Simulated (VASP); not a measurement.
Wanted: the native input for a VASP 6.6.1 run.

```
Task                   : single point
Functional             : PBE
Potentials or basis    : VASP PAW PBE potentials, release 64 (P)
Cutoff                 : 520 eV
k mesh                 : 16 × 16 × 16
Occupations            : fermi-dirac, width 0.05 eV
Spin                   : no spin polarisation
Dipole correction      : no
Further INCAR settings : ALGO = Normal; EDIFF = 1e-06; NBANDS = 8
```

The structure of P lies in POSCAR:

```
P
1.0
    2.3601582784      0.0000000000      0.0000000000
    0.0000000000      2.3601582784      0.0000000000
    0.0000000000      0.0000000000      2.3601582784
P
1
Direct
    0.0000000000      0.0000000000      0.0000000000
```

These files were run (other wordings do the same):

INCAR

```
PREC     = Accurate       # precision mode
ENCUT    = 520            # plane-wave cutoff, eV
EDIFF    = 1E-6           # SCF threshold, eV
ISMEAR   = -1             # smearing method
SIGMA    = 0.05           # smearing width, eV
LREAL    = False          # projectors in reciprocal space
LASPH    = True           # aspherical terms in the spheres
NELM     = 60             # most SCF steps
ALGO     = Normal         # electronic algorithm
ISIF     = 2              # what is computed and relaxed
LWAVE    = False          # write WAVECAR
LCHARG   = False          # write CHGCAR
GGA      = PE             # functional
NBANDS   = 8              # bands
```

KPOINTS

```
regular mesh
0
Gamma
  16 16 16
```

Potentials or basis: VASP PAW PBE potentials, release 64 (P).

Run with:

```bash
$ cat potpaw_PBE.64/P/POTCAR > POTCAR
$ mpirun -np 1 vasp_std > vasp.out
```

Results of the run:

```json
{
 "Pressure": "14.5 GPa"
}
```

Wall time 4.6 s on 1 thread of Intel(R) Xeon(R) 6975P-C (Granite Rapids) (shared host), peak memory 0.12 GiB.
